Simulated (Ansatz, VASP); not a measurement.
One calculation of NaF, two programs

```
Na F
1.0
     0.00000    2.34979    2.34979
     2.34979    0.00000    2.34979
     2.34979    2.34979    0.00000
Na F
1 1
Direct
  0.00000 0.00000 0.00000
  0.50000 0.50000 0.50000
```

Alike in both runs: task single point; functional r2SCAN; k mesh 8 × 8 × 8; occupations gaussian, width 0.02 eV; no spin polarisation.

```csv
,VASP,Ansatz
version,VASP 6.6.1,Ansatz 0.2.0
potentials or method,"VASP PAW PBE potentials, release 64 (Na_pv, F), cutoff 660 eV","scalar-relativistic, plane waves, PAW"
valence electrons in the cell,14,16
```

VASP gave:

* gap on the k mesh at the Fermi level (eV): 6.94
* least direct gap on the mesh (eV): 6.94

Task: Estimate Ansatz's values.

Result: gap on the k mesh at the Fermi level (eV): 6.90; least direct gap on the mesh (eV): 6.90.

VASP's potentials were made for PBE, not for r2SCAN. VASP's potentials hold 14 valence electrons a cell and Ansatz's 16, so a difference there can come from the potentials and not from the codes.
